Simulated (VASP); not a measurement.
# CdF2 (P4_2/mnm) in VASP: single point with PBE

Aim: the single point of CdF2 with PBE.

All numbers are computed with VASP 6.6.1; they aren't measurements. Logs are shortened: lines on timing, memory, paths and dates and some standing lists are left out, and cuts for length are marked.

## (1) The cell of the first run

It takes space group P4_2/mnm (No. 136, tetragonal). Conventional cell: a = 4.560 Å, b = 4.560 Å, c = 2.976 Å, α = 90.00°, β = 90.00°, γ = 90.00°. Within 2.6 Å of Cd (site symmetry mmm) lie 6 F at 1.95 to 1.96 Å. Within 2.6 Å of F (site symmetry m2m) lie 3 Cd at 1.95 to 1.96 Å and 1 F at 2.54 Å.

## (2) Single point, PBE (Mg replaced by Cd, lengths x 1.007, strained)

INCAR reads:

```
  PREC = Accurate
  ENCUT = 700
  EDIFF = 1E-6
  ISMEAR = 0
  SIGMA = 0.1
  LREAL = False
  LASPH = True
  NELM = 120
  ALGO = Normal
  ISIF = 2
  LWAVE = False
  LCHARG = True
  GGA = PE
  LELF = True
  LVHAR = True
  NBANDS = 43
  GGA_COMPAT = False
```

KPOINTS reads:

```
Automatic mesh
0
Gamma
  4 4 6
```

POSCAR reads:

```
CdF2
1.0
    4.5599582774      0.0000000000      0.0000000000
    0.0000000000      4.5599582774      0.0000000000
    0.0000000000      0.0000000000      2.9758678659
Cd F
2 4
Direct
    0.0000000000      0.0000000000      0.0000000000
    0.5000000000      0.5000000000      0.5000000000
    0.3028000000      0.3028000000      0.0000000000
    0.1972000000      0.8028000000      0.5000000000
    0.6972000000      0.6972000000      0.0000000000
    0.8028000000      0.1972000000      0.5000000000
```

Potentials or basis: VASP PAW PBE potentials, release 64 (Cd_sv_GW, F).

Started as:

```sh
> cat potpaw_PBE.64/Cd_sv_GW/POTCAR potpaw_PBE.64/F/POTCAR > POTCAR
> mpirun -np 1 vasp_std > vasp.out
```

OUTCAR:

```text
PREC = Accurate
   ENCUT = 700
   EDIFF = 1E-6
   ISMEAR = 0
   LREAL = False
   LASPH = True
   NELM = 120
   ISIF = 2
   GGA = PE

 ion  position               nearest neighbor table
   1  0.000  0.000  0.000-   3 1.95   5 1.95   4 1.96   6 1.96   4 1.96   6 1.96
   2  0.500  0.500  0.500-   4 1.95   6 1.95   5 1.96   3 1.96   3 1.96   5 1.96
   3  0.303  0.303  0.000-   1 1.95   2 1.96   2 1.96
   4  0.197  0.803  0.500-   2 1.95   1 1.96   1 1.96
   5  0.697  0.697  0.000-   1 1.95   2 1.96   2 1.96
   6  0.803  0.197  0.500-   2 1.95   1 1.96   1 1.96

  LATTYP: Found a simple tetragonal cell.
 ALAT       =     4.5599582774
 C/A-ratio  =     0.6526085733

  Lattice vectors:

 A1 = (   4.5599582774,   0.0000000000,   0.0000000000)
 A2 = (   0.0000000000,   4.5599582774,   0.0000000000)
 A3 = (   0.0000000000,   0.0000000000,   2.9758678659)

Analysis of symmetry for initial positions (statically):
=====================================================================
 Subroutine PRICEL returns:
 Original cell was already a primitive cell.

 Routine SETGRP: Setting up the symmetry group for a
 simple tetragonal supercell.

 Subroutine GETGRP returns: Found 16 space group operations
 (whereof  8 operations were pure point group operations)
 out of a pool of 16 trial point group operations.

The static configuration has the point symmetry D_2h.
 The point group associated with its full space group is D_4h.

Analysis of symmetry for dynamics (positions and initial velocities):
=====================================================================
 Subroutine PRICEL returns:
 Original cell was already a primitive cell.

 Routine SETGRP: Setting up the symmetry group for a
 simple tetragonal supercell.

 Subroutine GETGRP returns: Found 16 space group operations
 (whereof  8 operations were pure point group operations)
 out of a pool of 16 trial point group operations.

The dynamic configuration has the point symmetry D_2h.
 The point group associated with its full space group is D_4h.

 Subroutine INISYM returns: Found 16 space group operations
 (whereof  8 operations are pure point group operations),
 and found     1 'primitive' translations

----------------------------------------------------------------------------------------

                                     Primitive cell

  volume of cell :      61.8779

  direct lattice vectors                    reciprocal lattice vectors
     4.559958277  0.000000000  0.000000000     0.219300252  0.000000000  0.000000000
     0.000000000  4.559958277  0.000000000     0.000000000  0.219300252  0.000000000
     0.000000000  0.000000000  2.975867866     0.000000000  0.000000000  0.336036425

  length of vectors
     4.559958277  4.559958277  2.975867866     0.219300252  0.219300252  0.336036425

  position of ions in fractional coordinates (direct lattice)
     0.000000000  0.000000000  0.000000000
     0.500000000  0.500000000  0.500000000
     0.302800000  0.302800000  0.000000000
     0.197200000  0.802800000  0.500000000
     0.697200000  0.697200000  0.000000000
     0.802800000  0.197200000  0.500000000

  ion indices of the primitive-cell ions
   primitive index   ion index
                 1           1
                 2           2
                 3           3
                 4           4
                 5           5
                 6           6

----------------------------------------------------------------------------------------

 KPOINTS: Automatic mesh

Automatic generation of k-mesh.
 Grid dimensions read from file:
 generate k-points for:    4    4    6

 Generating k-lattice:

  Cartesian coordinates                     Fractional coordinates (reciprocal lattice)
     0.054825063  0.000000000  0.000000000     0.250000000  0.000000000  0.000000000
     0.000000000  0.054825063  0.000000000     0.000000000  0.250000000  0.000000000
     0.000000000  0.000000000  0.056006071     0.000000000  0.000000000  0.166666667

  Length of vectors
     0.054825063  0.054825063  0.056006071

  Shift w.r.t. Gamma in fractional coordinates (k-lattice)
     0.000000000  0.000000000  0.000000000

 Subroutine IBZKPT returns following result:
 ===========================================

 Found     24 irreducible k-points:

 Following reciprocal coordinates:
            Coordinates               Weight
  0.000000  0.000000  0.000000      1.000000
  0.250000  0.000000  0.000000      4.000000
  0.500000  0.000000  0.000000      2.000000
  0.250000  0.250000  0.000000      4.000000
  0.500000  0.250000  0.000000      4.000000
  0.500000  0.500000  0.000000      1.000000
[... 16 lines left out ...]
  0.500000  0.250000  0.500000      4.000000
  0.500000  0.500000  0.500000      1.000000
   k-points           NKPTS =     24   k-points in BZ     NKDIM =     24   number of bands    NBANDS=     43
   number of dos      NEDOS =    301   number of ions     NIONS =      6
   total plane-waves  NPLWV =  44800
   dimension x,y,z NGX =    40 NGY =   40 NGZ =   28
   dimension x,y,z NGXF=    80 NGYF=   80 NGZF=   56
   ions per type =               2   4
   NGX,Y,Z   is equivalent  to a cutoff of  14.58, 14.58, 15.64 a.u.
   NGXF,Y,Z  is equivalent  to a cutoff of  29.17, 29.17, 31.28 a.u.
 SYSTEM =  unknown system
   PREC   = accura    normal or accurate (medium, high low for compatibility)
   ISTART =      0    job   : 0-new  1-cont  2-samecut
   ICHARG =      2    charge: 1-file 2-atom 10-const
   ISPIN  =      1    spin polarized calculation?
   LNONCOLLINEAR =      F non collinear calculations
   LSORBIT =      F    spin-orbit coupling
   LASPH  =      T    aspherical Exc in radial PAW
   ENCUT  =  700.0 eV  51.45 Ry    7.17 a.u.   9.84  9.84  6.42*2*pi/ulx,y,z
   NELM   =    120;   NELMIN=  2; NELMDL= -5     # of ELM steps
   EDIFF  = 0.1E-05   stopping-criterion for ELM
   LREAL  =      F    real-space projection
   EDIFFG = 0.1E-04   stopping-criterion for IOM
   NSW    =      0    number of steps for IOM
   IBRION =     -1    ionic relax: 0-MD 1-quasi-New 2-CG
   NFREE  =      0    steps in history (QN), initial steepest desc. (CG)
   ISIF   =      2    stress and relaxation
   ISYM   =      2    0-nonsym 1-usesym 2-fastsym
   POTIM  = 0.5000    time-step for ionic-motion
   TEBEG  =    0.0;   TEEND  =   0.0 temperature during run
   PSTRESS=    0.0 pullay stress
   NELECT =      68.0000    total number of electrons
   NUPDOWN=      -1.0000    fix difference up-down
   EMIN   =  10.00;   EMAX   =-10.00  energy-range for DOS
   EFERMI =   0.00;   METHOD = LEGACY
   ISMEAR =     0;   SIGMA  =   0.10  broadening in eV -4-tet -1-fermi 0-gaus
   EFERMI_NEDOS =   21; number of points for ismear=-14 and -15
   IALGO  =     38    algorithm
   IMIX   =      4    mixing-type and parameters
     AMIX     =   0.40;   BMIX     =  1.00
     AMIX_MAG =   1.60;   BMIX_MAG =  1.00
  volume/ion in A,a.u.               =      10.31        69.60
  Fermi-wavevector in a.u.,A,eV,Ry     =   1.689401  3.192504 38.832045  2.854075
  Thomas-Fermi vector in A             =   2.771534
   LORBIT       =      0    0 simple, 1 ext, 2 COOP (PROOUT), +10 PAW based schemes
   GGA     = PE    functional components
   LHFCALC =     F    Hartree Fock is set to
   AEXX    =    0.0000 exact exchange contribution
   IVDW    =     0    specifies the selected vdW correction
   LEPSILON=     F    determine dielectric tensor
   LRPA    =     F    only Hartree local field effects (RPA)
 non-spin polarized calculation
 Gauss-broadening in eV      SIGMA  =   0.10
  energy-cutoff  :      700.00
  volume of cell :       61.88
 maximum number of plane-waves:      2620
 NGX is ok and might be reduce to    40
   NGX = 19   NGY = 19   NGZ = 13

 number of electron      68.0000002 magnetization

 Free energy of the ion-electron system (eV)
  ---------------------------------------------------
  ext. energy  EPLUGINS =         0.00000000
  ---------------------------------------------------
  free energy    TOTEN  =       -14.82806573 eV

  energy without entropy =      -14.82806573  energy(sigma->0) =      -14.82806573

 E-fermi :   5.8098     XC(G=0): -11.7555

 val. band max:        5.3058006641   @ k =   0.0000   0.0000   0.0000
 cond. band min:       7.9667912675   @ k =   0.0000   0.0000   0.0000
 fundamental gap:      2.6609906034
 Fermi energy:         5.8097625499

 k-point     1 :       0.0000    0.0000    0.0000
  band No.  band energies     occupation
      1     -94.4839      2.00000
      2     -94.4832      2.00000
      3     -55.6792      2.00000
      4     -55.6792      2.00000
      5     -55.6735      2.00000
      6     -55.6706      2.00000
[... 35 lines left out ...]
     42      20.6852      0.00000
     43      20.6852      0.00000

 k-point     2 :       0.2500    0.0000    0.0000
  band No.  band energies     occupation
      1     -94.4838      2.00000
      2     -94.4833      2.00000
      3     -55.6788      2.00000
      4     -55.6788      2.00000
      5     -55.6731      2.00000
      6     -55.6710      2.00000
[... 35 lines left out ...]
     42      21.4508      0.00000
     43      21.7570      0.00000

 k-point     3 :       0.5000    0.0000    0.0000
  band No.  band energies     occupation
      1     -94.4836      2.00000
      2     -94.4836      2.00000
      3     -55.6783      2.00000
      4     -55.6783      2.00000
      5     -55.6720      2.00000
      6     -55.6720      2.00000
[... 35 lines left out ...]
     42      20.1843      0.00000
     43      23.0747      0.00000

 k-point     4 :       0.2500    0.2500    0.0000
  band No.  band energies     occupation
      1     -94.4837      2.00000
      2     -94.4834      2.00000
      3     -55.6794      2.00000
      4     -55.6783      2.00000
      5     -55.6728      2.00000
      6     -55.6713      2.00000
[... 863 lines left out ...]
     42      19.1018      0.00000
     43      20.3637      0.00000

 k-point    23 :       0.5000    0.2500    0.5000
  band No.  band energies     occupation
      1     -94.4809      2.00000
      2     -94.4809      2.00000
      3     -55.7231      2.00000
      4     -55.7231      2.00000
      5     -55.6711      2.00000
      6     -55.6711      2.00000
[... 35 lines left out ...]
     42      17.8592      0.00000
     43      21.8435      0.00000

 k-point    24 :       0.5000    0.5000    0.5000
  band No.  band energies     occupation
      1     -94.4809      2.00000
      2     -94.4809      2.00000
      3     -55.7229      2.00000
      4     -55.7229      2.00000
      5     -55.6711      2.00000
      6     -55.6711      2.00000
[... 35 lines left out ...]
     42      16.9422      0.00000
     43      22.6105      0.00000

------------------------ aborting loop because EDIFF is reached ----------------------------------------

  FORCE on cell =-STRESS in cart. coord.  units (eV):
  Direction    XX          YY          ZZ          XY          YZ          ZX
  --------------------------------------------------------------------------------------
  -------------------------------------------------------------------------------------
  Total       35.2108664     35.2108664     46.2648713      0.0000000      0.0000000      0.0000000
  in kB      911.6999102    911.6999102   1197.9165335      0.0000000      0.0000000      0.0000000
  external PRESSURE =    1007.1054513 kB  Pullay stress =       0.0000000 kB

 VOLUME and BASIS-vectors are now :
 -----------------------------------------------------------------------------
  energy-cutoff  :      700.00
  volume of cell :       61.88
      direct lattice vectors                 reciprocal lattice vectors
     4.559958277  0.000000000  0.000000000     0.219300252  0.000000000  0.000000000
     0.000000000  4.559958277  0.000000000     0.000000000  0.219300252  0.000000000
     0.000000000  0.000000000  2.975867866     0.000000000  0.000000000  0.336036425

 POSITION                                       TOTAL-FORCE (eV/Angst)
 -----------------------------------------------------------------------------------
      0.00000      0.00000      0.00000         0.000000      0.000000     -0.000000
      2.27998      2.27998      1.48793         0.000000      0.000000     -0.000000
      1.38076      1.38076      0.00000        -0.919943     -0.919943     -0.000000
      0.89922      3.66073      1.48793         0.919943     -0.919943     -0.000000
      3.17920      3.17920      0.00000         0.919943      0.919943      0.000000
      3.66073      0.89922      1.48793        -0.919943      0.919943      0.000000
 -----------------------------------------------------------------------------------
    total drift:                                0.000000     -0.000000     -0.000000

  FREE ENERGIE OF THE ION-ELECTRON SYSTEM (eV)
  ---------------------------------------------------
  free  energy   TOTEN  =       -14.8280657300 eV

  energy  without entropy=      -14.8280657300  energy(sigma->0) =      -14.82806573
```

Run time: 66 s. Hardware: 1 thread of Intel Xeon Platinum 8488C (Sapphire Rapids), shared host; peak memory 0.26 GiB.

What came out:

* Free energy: -14.8281 eV
* Pressure: 100.7 GPa
* Largest force: 1.301 eV/Å
* Band gap on the k mesh: 2.66 eV

Forces in eV/Å, atoms in the order of the input:
```
Cd   0.000  0.000  0.000
Cd   0.000  0.000  0.000
F   -0.920 -0.920  0.000
F    0.920 -0.920  0.000
F    0.920  0.920  0.000
F   -0.920  0.920  0.000
```

Stress tensor (GPa, compression positive):
```
 91.17   0.00   0.00
  0.00  91.17   0.00
  0.00   0.00 119.79
```

Levels at points of the mesh, in eV from the valence-band top:
```
           k point  band 30  band 31  band 32  band 33  band 34  band 35  band 36  band 37  band 38  band 39
(0.00, 0.00, 0.00)    -3.74    -3.14    -0.93    -0.93     0.00     2.66     8.41     8.41    10.74    11.80
(0.50, 0.00, 0.00)    -3.75    -1.53    -1.53    -1.17    -1.17     5.49     5.49     9.94     9.94    12.30
(0.50, 0.50, 0.00)    -3.18    -2.42    -2.42    -0.95    -0.95     7.35     7.35     7.67     7.67    13.66
(0.00, 0.00, 0.50)    -3.30    -2.25    -2.25    -2.18    -2.18     8.32     8.32    12.13    12.13    12.42
(0.50, 0.00, 0.50)    -3.99    -3.16    -3.16    -0.42    -0.42     9.03     9.03     9.79     9.79    13.33
(0.50, 0.50, 0.50)    -3.76    -2.19    -2.19    -1.65    -1.65     9.16     9.16     9.64     9.64    11.45
```

Caveat: the cell differs from its parent crystal (Mg replaced by Cd, lengths x 1.007, strained); the stress differs along the axes, from 91 to 120 GPa; forces of over 1 eV/Å act on the atoms, so gaps and moduli don't describe the material at rest.
